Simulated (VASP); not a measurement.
Input of a VASP 6.6.1 run:

File POSCAR:

```
Ir
1.0
    2.7486254740      0.0000000000      0.0000000000
   -1.3743127370      2.3803794860      0.0000000000
    0.0000000000      0.0000000000      4.4579354011
Ir
2
Direct
    0.3333333333      0.6666666667      0.2500000000
    0.6666666667      0.3333333333      0.7500000000
```

INCAR.step1

```
SYSTEM = Ir
ALGO     = Normal         ! electronic algorithm
EDIFF    = 1E-5           ! SCF threshold, eV
ENCUT    = 520            ! plane-wave cutoff, eV
GGA      = PE             ! functional
ISIF     = 2              ! what is computed and relaxed
ISMEAR   = -1             ! smearing method
LASPH    = .True.         ! aspherical terms in the spheres
LCHARG   = .False.        ! write CHGCAR
LREAL    = .False.        ! projectors in reciprocal space
LUSENCCL = .False.      
LWAVE    = .True.         ! write WAVECAR
NBANDS   = 16             ! bands
NELM     = 100            ! most SCF steps
PREC     = Accurate       ! precision mode
SIGMA    = 0.1            ! smearing width, eV
```

INCAR.step2

```
SYSTEM = Ir
ALGO     = Normal         ! electronic algorithm
EDIFF    = 1E-6           ! SCF threshold, eV
ENCUT    = 520            ! plane-wave cutoff, eV
GGA      = PE             ! functional
HFSCREEN = 0.2079         ! screening, 1/A
ISIF     = 2              ! what is computed and relaxed
ISMEAR   = -1             ! smearing method
ISTART   = 1            
LASPH    = .True.         ! aspherical terms in the spheres
LCHARG   = .False.        ! write CHGCAR
LHFCALC  = .True.         ! exact exchange
LREAL    = .False.        ! projectors in reciprocal space
LUSENCCL = .False.      
LWAVE    = .False.        ! write WAVECAR
NBANDS   = 16             ! bands
NELM     = 100            ! most SCF steps
PREC     = Accurate       ! precision mode
PRECFOCK = Normal       
SIGMA    = 0.1            ! smearing width, eV
```

KPOINTS

```
k-points
0
Gamma
  7 7 4
  0 0 0
```

Potentials or basis: VASP PAW PBE potentials, release 64 (Ir).

Run with:

```sh
$ cat potpaw_PBE.64/Ir/POTCAR > POTCAR
$ cp INCAR.step1 INCAR
$ mpirun -np 1 vasp_std > vasp.out
$ cp INCAR.step2 INCAR
$ mpirun -np 1 vasp_std > vasp.out
```

Question: What does it give for the pressure?

Answer: -12.7 GPa.

Question: Estimate the band gap on the k mesh.

Answer: Zero (band 9 reaches 10.49 eV, above the bottom of band 10 at 6.93 eV).

Stress tensor (GPa, compression positive):
```
-14.94   0.00   0.00
  0.00 -14.94   0.00
  0.00   0.00  -8.32
```

Caveat: the k points lie up to 0.38 Å⁻¹ apart; the PAW data sets were made with another functional, which shifts forces and pressure a little; spin-orbit coupling is left out, which moves the levels of the heavy elements.
